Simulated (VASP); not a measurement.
# Be12Al in VASP: notebook, part 2 of 2

VASP 6.6.1. The steps go on from the part before.

**3. Single point, PBEsol**

INCAR reads:

```
SYSTEM = Be12Al
PREC     = Accurate       ! precision mode
ENCUT    = 520            ! plane-wave cutoff, eV
EDIFF    = 1E-7           ! SCF threshold, eV
ISMEAR   = 0              ! smearing method
SIGMA    = 0.05           ! smearing width, eV
LREAL    = .False.        ! projectors in reciprocal space
LASPH    = .True.         ! aspherical terms in the spheres
NELM     = 60             ! most SCF steps
ALGO     = Normal         ! electronic algorithm
ISIF     = 2              ! what is computed and relaxed
LWAVE    = .False.        ! write WAVECAR
LCHARG   = .True.         ! write CHGCAR
GGA      = PS             ! functional
LELF     = .True.         ! ELF
LVHAR    = .True.       
NBANDS   = 26             ! bands
```

KPOINTS reads:

```
regular mesh
0
Gamma
  4 4 1
  0 0 0
```

POSCAR reads:

```
Be12Al
1.0
    4.5800000000      0.0000000000      0.0000000000
    2.2900000000      3.9663960000      0.0000000000
    0.0000000000      0.0000000000     14.5884300000
Be Al
12 1
Direct
    0.0000000000      0.0000000000      0.0685474722
    0.5000000000      0.0000000000      0.0685474722
    0.0000000000      0.5000000000      0.0685474722
    0.5000000000      0.5000000000      0.0685474722
   -0.1662657061      0.3319174384      0.1904279624
    0.3336816306      0.3333734201      0.1902535091
   -0.1662607191      0.8339860669      0.1903058108
    0.3316739995      0.8339795119      0.1905124815
   -0.0005097220     -0.0000748791      0.3197967842
    0.4980968554      0.0029608743      0.3111593914
    0.0032748668      0.4981131486      0.3107655176
    0.4985863540      0.4989325322      0.3117424562
    0.6755735310      0.6679738987      0.4569901628
```

Potentials or basis: VASP PAW PBE potentials, release 64 (Be, Al).

Started as:

```
> cat potpaw_PBE.64/Be/POTCAR potpaw_PBE.64/Al/POTCAR > POTCAR
> mpirun -np 1 vasp_std > vasp.out
```

OUTCAR:

```text
SYSTEM = Be12Al
   PREC = Accurate
   ENCUT = 520
   EDIFF = 1E-7
   ISMEAR = 0
   LREAL = .False.
   LASPH = .True.
   NELM = 60
   ISIF = 2
   GGA = PS

 ion  position               nearest neighbor table
   1  0.000  0.000  0.069-   7 2.21   5 2.21   8 2.21   3 2.29   3 2.29   4 2.29   4 2.29   2 2.29
                             2 2.29
   2  0.500  0.000  0.069-   6 2.21   7 2.22   8 2.22   4 2.29   3 2.29   4 2.29   3 2.29   1 2.29
                             1 2.29
   3  0.000  0.500  0.069-   6 2.21   7 2.22   5 2.22   1 2.29   1 2.29   2 2.29   2 2.29   4 2.29
                             4 2.29
   4  0.500  0.500  0.069-   6 2.21   5 2.22   8 2.22   2 2.29   1 2.29   2 2.29   1 2.29   3 2.29
                             3 2.29
   5  0.834  0.332  0.190-  11 2.20   1 2.21  12 2.21   4 2.22   3 2.22   7 2.28   8 2.28   6 2.29
                             6 2.29   8 2.30   7 2.30   9 2.30
   6  0.334  0.333  0.190-  11 2.19  10 2.20  12 2.20   4 2.21   2 2.21   3 2.21   5 2.29   8 2.29
                             7 2.29   7 2.29   8 2.29   5 2.29
   7  0.834  0.834  0.190-  11 2.21  10 2.21   1 2.21   2 2.22   3 2.22   5 2.28   8 2.28   6 2.29
                             6 2.29   8 2.30   5 2.30   9 2.30
   8  0.332  0.834  0.191-  10 2.21  12 2.21   1 2.21   4 2.22   2 2.22   7 2.28   5 2.28   6 2.29
                             6 2.29   5 2.30   7 2.30   9 2.30
   9  0.999  1.000  0.320-  12 2.29  10 2.29  12 2.29  11 2.29  10 2.29  11 2.29   8 2.30   5 2.30
                             7 2.30
  10  0.498  0.003  0.311-   6 2.20   8 2.21   7 2.21  11 2.27  12 2.27   9 2.29   9 2.29  12 2.31
                            11 2.31  13 2.51
  11  0.003  0.498  0.311-   6 2.19   5 2.20   7 2.21  10 2.27  12 2.27   9 2.29   9 2.29  12 2.31
                            10 2.31  13 2.50
  12  0.499  0.499  0.312-   6 2.20   8 2.21   5 2.21  11 2.27  10 2.27   9 2.29   9 2.29  10 2.31
                            11 2.31  13 2.52
  13  0.676  0.668  0.457-  11 2.50  10 2.51  12 2.52

  LATTYP: Found a hexagonal cell.
 ALAT       =     4.5799996975
 C/A-ratio  =     3.1852469353

  Lattice vectors:

 A1 = (  -2.2900000000,  -3.9663960000,   0.0000000000)
[... 173 lines left out ...]
   NGX = 17   NGY = 17   NGZ = 55

 number of electron      27.0000000 magnetization

 Free energy of the ion-electron system (eV)
  ---------------------------------------------------
  ext. energy  EPLUGINS =         0.00000000
  ---------------------------------------------------
  free energy    TOTEN  =       -47.04765677 eV

  energy without entropy =      -47.03300857  energy(sigma->0) =      -47.04033267

 E-fermi :   0.0517     XC(G=0):  -6.1031

 val. band max:        0.0478079315   @ k =   0.2500   0.5000   0.0000
 cond. band min:       0.0732977744   @ k =   0.5000   0.5000   0.0000
 fundamental gap:      0.0254898428
 Fermi energy:         0.0517135473

 k-point     1 :       0.0000    0.0000    0.0000
  band No.  band energies     occupation
      1      -9.6719      2.00000
      2      -7.6961      2.00000
      3      -5.4777      2.00000
      4      -3.5162      2.00000
      5      -3.4987      2.00000
      6      -3.4977      2.00000
[... 269 lines left out ...]
     24       5.5642      0.00000
     25       5.8824      0.00000
 [bands above 25 left out]

------------------------ aborting loop because EDIFF is reached ----------------------------------------

  FORCE on cell =-STRESS in cart. coord.  units (eV):
  Direction    XX          YY          ZZ          XY          YZ          ZX
  --------------------------------------------------------------------------------------
  -------------------------------------------------------------------------------------
  Total       -8.7741063     -8.7601647      0.1943804     -0.0525692      0.0010886      0.0089292
  in kB      -53.0448676    -52.9605818      1.1751488     -0.3178132      0.0065812      0.0539826
  external PRESSURE =     -34.9434336 kB  Pullay stress =       0.0000000 kB

 VOLUME and BASIS-vectors are now :
 -----------------------------------------------------------------------------
  energy-cutoff  :      520.00
  volume of cell :      265.01
      direct lattice vectors                 reciprocal lattice vectors
     4.580000000  0.000000000  0.000000000     0.218340611 -0.126059022  0.000000000
     2.290000000  3.966396000  0.000000000     0.000000000  0.252118044  0.000000000
     0.000000000  0.000000000 14.588430000     0.000000000  0.000000000  0.068547472

 POSITION                                       TOTAL-FORCE (eV/Angst)
 -----------------------------------------------------------------------------------
      0.00000      0.00000      1.00000         0.004385      0.000553     -0.054581
      2.29000      0.00000      1.00000        -0.007356      0.057223      0.001216
      1.14500      1.98320      1.00000         0.048514     -0.033154     -0.000842
      3.43500      1.98320      1.00000        -0.049127     -0.025014      0.003940
      4.57859      1.31652      2.77804        -0.000177      0.000246     -0.002135
      2.29169      1.32229      2.77550        -0.002522     -0.000216      0.001545
      5.72835      3.30792      2.77626         0.000993      0.000687     -0.000070
      3.42888      3.30789      2.77928         0.001164     -0.000763     -0.003295
      6.86749      3.96610      4.66533         0.004851      0.000647      0.009716
      2.28806      0.01174      4.53933         0.005540      0.000036      0.010476
      1.15568      1.97571      4.53358        -0.000933      0.004245      0.013383
      3.42608      1.97896      4.54783        -0.002843     -0.004301      0.005894
      4.62379      2.64945      6.66677        -0.002490     -0.000189      0.014753
 -----------------------------------------------------------------------------------
    total drift:                                0.000005     -0.000001      0.000048

  FREE ENERGIE OF THE ION-ELECTRON SYSTEM (eV)
  ---------------------------------------------------
  free  energy   TOTEN  =       -47.0476567734 eV

  energy  without entropy=      -47.0330085651  energy(sigma->0) =      -47.04033267
```

stdout:

```text
POSCAR found type information on POSCAR BeAl
 POSCAR found :  2 types and      13 ions
 scaLAPACK will be used
 -----------------------------------------------------------------------------
|                                                                             |
|                                                                             |
|     You enforced a specific xc type in the INCAR file but a different       |
|     I HOPE YOU KNOW WHAT YOU ARE DOING!                                     |
|                                                                             |
 -----------------------------------------------------------------------------

 LDA part: xc-table for (Slater+PW92), standard interpolation
 POSCAR, INCAR and KPOINTS ok, starting setup
 FFT: planning ... GRIDC
 FFT: planning ... GRID_SOFT
 FFT: planning ... GRID
 WAVECAR not read
 entering main loop
```

Run time: 90 s. Hardware: 1 thread of Intel Xeon 6975P-C, shared host; peak memory 0.37 GiB.

What came out:

```
Free energy   : -47.0477 eV
Largest force : 0.059 eV/Å
```

Forces on the atoms (eV/Å):
```
Be   0.004  0.001 -0.055
Be  -0.007  0.057  0.001
Be   0.049 -0.033 -0.001
Be  -0.049 -0.025  0.004
Be   0.000  0.000 -0.002
Be  -0.003  0.000  0.002
Be   0.001  0.001  0.000
Be   0.001 -0.001 -0.003
Be   0.005  0.001  0.010
Be   0.006  0.000  0.010
Be  -0.001  0.004  0.013
Be  -0.003 -0.004  0.006
Al  -0.002  0.000  0.015
```

Levels at points of the mesh, in eV from the Fermi level:
| k point | band 11 | band 12 | band 13 | band 14 | band 15 | band 16 | band 17 | band 18 |
| --- | --- | --- | --- | --- | --- | --- | --- | --- |
| (0.00, 0.00, 0.00) | -1.78 | -1.78 | -1.78 | -0.91 | 1.80 | 1.87 | 2.24 | 3.12 |
| (0.50, 0.00, 0.00) | -1.10 | -0.37 | 0.03 | 0.30 | 0.58 | 2.43 | 2.48 | 3.24 |
| (0.50, 0.50, 0.00) | -1.10 | -0.37 | 0.02 | 0.30 | 0.58 | 2.44 | 2.48 | 3.24 |
| (0.00, 0.50, 0.00) | -1.10 | -0.37 | 0.03 | 0.30 | 0.58 | 2.43 | 2.48 | 3.24 |

Caveat: the k points lie up to 0.40 Å⁻¹ apart; the PAW data sets were made with another functional, which shifts forces and pressure a little.
